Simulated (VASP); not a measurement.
# CdI2 (P-3m1) in VASP: further runs

CdI2 is run at these levels: PBEsol; tasks: single point.

Everything below comes from runs of VASP 6.6.1. Logs are shortened: lines on timing, memory, paths and dates and some standing lists are left out, and cuts for length are marked.

## Step 1: The cell of the first run

Symmetry: P-3m1, No. 164, trigonal system. Conventional cell: a = 4.248 Å, b = 4.248 Å, c = 6.884 Å, α = 90.00°, β = 90.00°, γ = 120.00°. Within 3.9 Å of Cd (site symmetry -3m) lie 6 I at 2.99 Å. Within 3.9 Å of I (site symmetry 3m) lie 3 Cd at 2.99 Å.

## Step 2: Single point, PBEsol

INCAR

```
PREC = Accurate
ENCUT = 500
EDIFF = 1E-6
ISMEAR = 0
SIGMA = 0.01
LREAL = F
LASPH = T
NELM = 120
ALGO = Normal
ISIF = 2
LWAVE = F
LCHARG = F
GGA = PS
NBANDS = 20
GGA_COMPAT = F
```

KPOINTS

```
regular mesh
0
Gamma
  8 8 1
```

POSCAR

```
CdI2
1.0
    4.2483568949      0.0000000000      0.0000000000
   -2.1241784475      3.6791849954      0.0000000000
    0.0000000000      0.0000000000      6.8844151973
Cd I
1 2
Direct
    0.0000000000      0.0000000000      0.0000000000
    0.3333333333      0.6666666667      0.2495592320
    0.6666666667      0.3333333333      0.7504407680
```

Potentials or basis: VASP PAW PBE potentials, release 64 (Cd, I).

The run is started by

```bash
$ cat potpaw_PBE.64/Cd/POTCAR potpaw_PBE.64/I/POTCAR > POTCAR
$ mpirun -np 1 vasp_std > vasp.out
```

OUTCAR:

```text
PREC = Accurate
   ENCUT = 500
   EDIFF = 1E-6
   ISMEAR = 0
   LREAL = F
   LASPH = T
   NELM = 120
   ISIF = 2
   GGA = PS

 ion  position               nearest neighbor table
   1  0.000  0.000  0.000-   2 2.99   3 2.99   3 2.99   2 2.99   3 2.99   2 2.99
   2  0.333  0.667  0.250-   1 2.99   1 2.99   1 2.99
   3  0.667  0.333  0.750-   1 2.99   1 2.99   1 2.99

  LATTYP: Found a hexagonal cell.
 ALAT       =     4.2483568949
 C/A-ratio  =     1.6204889014

  Lattice vectors:

 A1 = (   4.2483568949,   0.0000000000,   0.0000000000)
 A2 = (  -2.1241784475,   3.6791849954,   0.0000000000)
 A3 = (   0.0000000000,   0.0000000000,   6.8844151973)

Analysis of symmetry for initial positions (statically):
=====================================================================
 Subroutine PRICEL returns:
 Original cell was already a primitive cell.

 Routine SETGRP: Setting up the symmetry group for a
 hexagonal supercell.

 Subroutine GETGRP returns: Found 12 space group operations
 (whereof 12 operations were pure point group operations)
 out of a pool of 24 trial point group operations.

The static configuration has the point symmetry D_3d.

Analysis of symmetry for dynamics (positions and initial velocities):
=====================================================================
 Subroutine PRICEL returns:
 Original cell was already a primitive cell.

 Routine SETGRP: Setting up the symmetry group for a
 hexagonal supercell.

 Subroutine GETGRP returns: Found 12 space group operations
 (whereof 12 operations were pure point group operations)
 out of a pool of 24 trial point group operations.

The dynamic configuration has the point symmetry D_3d.

 Subroutine INISYM returns: Found 12 space group operations
 (whereof 12 operations are pure point group operations),
 and found     1 'primitive' translations

----------------------------------------------------------------------------------------

                                     Primitive cell

  volume of cell :     107.6068

  direct lattice vectors                    reciprocal lattice vectors
     4.248356895  0.000000000  0.000000000     0.235385121  0.135899663  0.000000000
    -2.124178447  3.679184995  0.000000000     0.000000000  0.271799325  0.000000000
     0.000000000  0.000000000  6.884415197     0.000000000  0.000000000  0.145255620

  length of vectors
     4.248356895  4.248356895  6.884415197     0.271799325  0.271799325  0.145255620

  position of ions in fractional coordinates (direct lattice)
     0.000000000  0.000000000  0.000000000
     0.333333333  0.666666667  0.249559232
     0.666666667  0.333333333  0.750440768

  ion indices of the primitive-cell ions
   primitive index   ion index
                 1           1
                 2           2
                 3           3

----------------------------------------------------------------------------------------

 KPOINTS: regular mesh

Automatic generation of k-mesh.
 Grid dimensions read from file:
 generate k-points for:    8    8    1

 Generating k-lattice:

  Cartesian coordinates                     Fractional coordinates (reciprocal lattice)
     0.029423140  0.016987458  0.000000000     0.125000000 -0.000000000  0.000000000
     0.000000000  0.033974916  0.000000000     0.000000000  0.125000000  0.000000000
     0.000000000  0.000000000  0.145255620     0.000000000  0.000000000  1.000000000

  Length of vectors
     0.033974916  0.033974916  0.145255620

  Shift w.r.t. Gamma in fractional coordinates (k-lattice)
     0.000000000  0.000000000  0.000000000

 Subroutine IBZKPT returns following result:
 ===========================================

 Found     10 irreducible k-points:

 Following reciprocal coordinates:
            Coordinates               Weight
  0.000000  0.000000  0.000000      1.000000
  0.125000  0.000000  0.000000      6.000000
  0.250000  0.000000  0.000000      6.000000
  0.375000  0.000000  0.000000      6.000000
  0.500000  0.000000  0.000000      3.000000
  0.125000  0.125000  0.000000      6.000000
  0.250000  0.125000  0.000000     12.000000
  0.375000  0.125000  0.000000     12.000000
  0.250000  0.250000  0.000000      6.000000
  0.375000  0.250000  0.000000      6.000000
   k-points           NKPTS =     10   k-points in BZ     NKDIM =     10   number of bands    NBANDS=     20
   number of dos      NEDOS =    301   number of ions     NIONS =      3
   total plane-waves  NPLWV =  51200
   dimension x,y,z NGX =    32 NGY =   32 NGZ =   50
   dimension x,y,z NGXF=    64 NGYF=   64 NGZF=  100
   ions per type =               1   2
   NGX,Y,Z   is equivalent  to a cutoff of  12.52, 12.52, 12.07 a.u.
   NGXF,Y,Z  is equivalent  to a cutoff of  25.04, 25.04, 24.15 a.u.
 SYSTEM =  unknown system
   PREC   = accura    normal or accurate (medium, high low for compatibility)
   ISTART =      0    job   : 0-new  1-cont  2-samecut
   ICHARG =      2    charge: 1-file 2-atom 10-const
   ISPIN  =      1    spin polarized calculation?
   LNONCOLLINEAR =      F non collinear calculations
   LSORBIT =      F    spin-orbit coupling
   LASPH  =      T    aspherical Exc in radial PAW
   ENCUT  =  500.0 eV  36.75 Ry    6.06 a.u.   7.75  7.75 12.55*2*pi/ulx,y,z
   NELM   =    120;   NELMIN=  2; NELMDL= -5     # of ELM steps
   EDIFF  = 0.1E-05   stopping-criterion for ELM
   LREAL  =      F    real-space projection
   EDIFFG = 0.1E-04   stopping-criterion for IOM
   NSW    =      0    number of steps for IOM
   IBRION =     -1    ionic relax: 0-MD 1-quasi-New 2-CG
   NFREE  =      0    steps in history (QN), initial steepest desc. (CG)
   ISIF   =      2    stress and relaxation
   ISYM   =      2    0-nonsym 1-usesym 2-fastsym
   POTIM  = 0.5000    time-step for ionic-motion
   TEBEG  =    0.0;   TEEND  =   0.0 temperature during run
   PSTRESS=    0.0 pullay stress
   NELECT =      26.0000    total number of electrons
   NUPDOWN=      -1.0000    fix difference up-down
   EMIN   =  10.00;   EMAX   =-10.00  energy-range for DOS
   EFERMI =   0.00;   METHOD = LEGACY
   ISMEAR =     0;   SIGMA  =   0.01  broadening in eV -4-tet -1-fermi 0-gaus
   EFERMI_NEDOS =   21; number of points for ismear=-14 and -15
   IALGO  =     38    algorithm
   IMIX   =      4    mixing-type and parameters
     AMIX     =   0.40;   BMIX     =  1.00
     AMIX_MAG =   1.60;   BMIX_MAG =  1.00
  volume/ion in A,a.u.               =      35.87       242.06
  Fermi-wavevector in a.u.,A,eV,Ry     =   1.019654  1.926866 14.145893  1.039694
  Thomas-Fermi vector in A             =   2.153180
   LORBIT       =      0    0 simple, 1 ext, 2 COOP (PROOUT), +10 PAW based schemes
   GGA     = PS    functional components
   LHFCALC =     F    Hartree Fock is set to
   AEXX    =    0.0000 exact exchange contribution
   IVDW    =     0    specifies the selected vdW correction
   LEPSILON=     F    determine dielectric tensor
   LRPA    =     F    only Hartree local field effects (RPA)
 non-spin polarized calculation
 Gauss-broadening in eV      SIGMA  =   0.01
  energy-cutoff  :      500.00
  volume of cell :      107.61
 maximum number of plane-waves:      2755
 NGX is ok and might be reduce to    32
   NGX = 15   NGY = 15   NGZ = 25

 number of electron      25.9999996 magnetization

 Free energy of the ion-electron system (eV)
  ---------------------------------------------------
  ext. energy  EPLUGINS =         0.00000000
  ---------------------------------------------------
  free energy    TOTEN  =        -6.44605624 eV

  energy without entropy =       -6.44605624  energy(sigma->0) =       -6.44605624

 E-fermi :   1.8595     XC(G=0):  -8.7367

 val. band max:        1.8021133024   @ k =   0.1250   0.0000   0.0000
 cond. band min:       4.1896027105   @ k =   0.0000   0.0000   0.0000
 fundamental gap:      2.3874894082
 Fermi energy:         1.8595432707

 k-point     1 :       0.0000    0.0000    0.0000
  band No.  band energies     occupation
      1     -10.2986      2.00000
      2      -9.5990      2.00000
      3      -5.6962      2.00000
      4      -5.6962      2.00000
      5      -5.5838      2.00000
      6      -5.4956      2.00000
[... 12 lines left out ...]
     19      10.7785      0.00000
     20      10.9504      0.00000

 k-point     2 :       0.1250    0.0000    0.0000
  band No.  band energies     occupation
      1     -10.2221      2.00000
      2      -9.5871      2.00000
      3      -5.6846      2.00000
      4      -5.6596      2.00000
      5      -5.5672      2.00000
      6      -5.5000      2.00000
[... 12 lines left out ...]
     19      10.2324      0.00000
     20      10.7429      0.00000

 k-point     3 :       0.2500    0.0000    0.0000
  band No.  band energies     occupation
      1     -10.0212      2.00000
      2      -9.5625      2.00000
      3      -5.6653      2.00000
      4      -5.5910      2.00000
      5      -5.5179      2.00000
      6      -5.4939      2.00000
[... 12 lines left out ...]
     19       9.7452      0.00000
     20      10.7883      0.00000

 k-point     4 :       0.3750    0.0000    0.0000
  band No.  band energies     occupation
      1      -9.7823      2.00000
      2      -9.5552      2.00000
      3      -5.6587      2.00000
      4      -5.5828      2.00000
      5      -5.4988      2.00000
      6      -5.4466      2.00000
[... 12 lines left out ...]
     19      10.5093      0.00000
     20      11.0758      0.00000

 k-point     5 :       0.5000    0.0000    0.0000
  band No.  band energies     occupation
      1      -9.6231      2.00000
      2      -9.6049      2.00000
      3      -5.6592      2.00000
      4      -5.5904      2.00000
      5      -5.4929      2.00000
      6      -5.4299      2.00000
[... 12 lines left out ...]
     19      10.8659      0.00000
     20      11.4286      0.00000

 k-point     6 :       0.1250    0.1250    0.0000
  band No.  band energies     occupation
      1     -10.0832      2.00000
      2      -9.5685      2.00000
      3      -5.6693      2.00000
      4      -5.5984      2.00000
      5      -5.5419      2.00000
      6      -5.4998      2.00000
[... 12 lines left out ...]
     19       9.4017      0.00000
     20      11.0021      0.00000

 k-point     7 :       0.2500    0.1250    0.0000
  band No.  band energies     occupation
      1      -9.8629      2.00000
      2      -9.5495      2.00000
      3      -5.6512      2.00000
      4      -5.5629      2.00000
      5      -5.5072      2.00000
      6      -5.4644      2.00000
[... 12 lines left out ...]
     19       9.5001      0.00000
     20      11.0749      0.00000

 k-point     8 :       0.3750    0.1250    0.0000
  band No.  band energies     occupation
      1      -9.6650      2.00000
      2      -9.5636      2.00000
      3      -5.6373      2.00000
      4      -5.5712      2.00000
      5      -5.4916      2.00000
      6      -5.4433      2.00000
[... 12 lines left out ...]
     19      10.4907      0.00000
     20      11.2117      0.00000

 k-point     9 :       0.2500    0.2500    0.0000
  band No.  band energies     occupation
      1      -9.6857      2.00000
      2      -9.5435      2.00000
      3      -5.6121      2.00000
      4      -5.5415      2.00000
      5      -5.4968      2.00000
      6      -5.4456      2.00000
[... 12 lines left out ...]
     19       9.4374      0.00000
     20      10.8471      0.00000

 k-point    10 :       0.3750    0.2500    0.0000
  band No.  band energies     occupation
      1      -9.5856      2.00000
      2      -9.5636      2.00000
      3      -5.5728      2.00000
      4      -5.5401      2.00000
      5      -5.4819      2.00000
      6      -5.4603      2.00000
[... 12 lines left out ...]
     19      10.1137      0.00000
     20      10.6691      0.00000

------------------------ aborting loop because EDIFF is reached ----------------------------------------

  FORCE on cell =-STRESS in cart. coord.  units (eV):
  Direction    XX          YY          ZZ          XY          YZ          ZX
  --------------------------------------------------------------------------------------
  -------------------------------------------------------------------------------------
  Total       -0.4032140     -0.4032140     -1.0602429      0.0000000      0.0000000      0.0000000
  in kB       -6.0035275     -6.0035275    -15.7861523      0.0000000      0.0000000      0.0000000
  external PRESSURE =      -9.2644024 kB  Pullay stress =       0.0000000 kB

 VOLUME and BASIS-vectors are now :
 -----------------------------------------------------------------------------
  energy-cutoff  :      500.00
  volume of cell :      107.61
      direct lattice vectors                 reciprocal lattice vectors
     4.248356895  0.000000000  0.000000000     0.235385121  0.135899663  0.000000000
    -2.124178447  3.679184995  0.000000000     0.000000000  0.271799325  0.000000000
     0.000000000  0.000000000  6.884415197     0.000000000  0.000000000  0.145255620

 POSITION                                       TOTAL-FORCE (eV/Angst)
 -----------------------------------------------------------------------------------
      0.00000      0.00000      0.00000        -0.000000      0.000000      0.000000
     -0.00000      2.45279      1.71807         0.000000     -0.000000     -0.067988
      2.12418      1.22639      5.16635        -0.000000      0.000000      0.067988
 -----------------------------------------------------------------------------------
    total drift:                                0.000000     -0.000000      0.000000

  FREE ENERGIE OF THE ION-ELECTRON SYSTEM (eV)
  ---------------------------------------------------
  free  energy   TOTEN  =        -6.4460562428 eV

  energy  without entropy=       -6.4460562428  energy(sigma->0) =       -6.44605624
```

Wall time 20 s (1 thread of AMD EPYC 7R43 (Zen 3), shared host); peak memory 0.18 GiB.

What came out:

* Free energy: -6.4461 eV
* Pressure: -0.9 GPa
* Largest force: 0.068 eV/Å
* Band gap on the k mesh: 2.39 eV, indirect (least direct gap 2.48 eV)

Forces in eV/Å, atoms in the order of the input:
```
Cd   0.000  0.000  0.000
I    0.000  0.000 -0.068
I    0.000  0.000  0.068
```

Stress tensor (GPa, compression positive):
```
-0.60  0.00  0.00
 0.00 -0.60  0.00
 0.00  0.00 -1.58
```

Caveat: the k points lie up to 0.91 Å⁻¹ apart; the PAW data sets were made with another functional, which shifts forces and pressure a little; spin-orbit coupling is left out, which moves the levels of the heavy elements; this functional lacks dispersion, which binds the layers, so the pressure and a relaxed spacing across them are unreliable.

## Step 3: Single point, PBEsol

INCAR

```
  PREC = Accurate
  ENCUT = 500
  EDIFF = 1E-6
  ISMEAR = 0
  SIGMA = 0.01
  LREAL = F
  LASPH = T
  NELM = 120
  ALGO = Normal
  ISIF = 2
  LWAVE = F
  LCHARG = F
  GGA = PS
  NBANDS = 20
  GGA_COMPAT = F
```

KPOINTS

```
regular mesh
0
Gamma
  6 6 4
```

POSCAR is that of step 2.

Potentials or basis: VASP PAW PBE potentials, release 64 (Cd, I).

The run is started by

```bash
$ cat potpaw_PBE.64/Cd/POTCAR potpaw_PBE.64/I/POTCAR > POTCAR
$ mpirun -np 1 vasp_std > vasp.out
```

Run time: 39 s. Hardware: 1 thread of AMD EPYC 7R43 (Zen 3), shared host; peak memory 0.2 GiB.

The run converged. Its results:

```yaml
Free_energy: -6.3718 eV
Pressure: -0.5 GPa
Largest_force: 0.120 eV/Å
Band_gap_on_the_k_mesh: 2.29 eV, indirect (least direct gap 2.49 eV)
```

Forces in eV/Å, atoms in the order of the input:
```
Cd   0.000  0.000  0.000
I    0.000  0.000 -0.120
I    0.000  0.000  0.120
```

Levels at points of the mesh, in eV from the valence-band top:
| k point | band 11 | band 12 | band 13 | band 14 | band 15 | band 16 |
| --- | --- | --- | --- | --- | --- | --- |
| (0.00, 0.00, 0.00) | -0.15 | -0.15 | -0.14 | 2.35 | 4.34 | 6.26 |
| (0.50, 0.00, 0.00) | -1.52 | -0.71 | -0.13 | 2.59 | 4.88 | 5.82 |
| (0.00, 0.00, 0.50) | -0.42 | 0.00 | 0.00 | 3.51 | 4.37 | 6.06 |
| (0.50, 0.00, 0.50) | -1.23 | -0.50 | -0.44 | 2.29 | 4.81 | 5.73 |

Caveat: the PAW data sets were made with another functional, which shifts forces and pressure a little; spin-orbit coupling is left out, which moves the levels of the heavy elements; this functional lacks dispersion, which binds the layers, so the pressure and a relaxed spacing across them are unreliable.

(Part 1 of 2 ends here.)
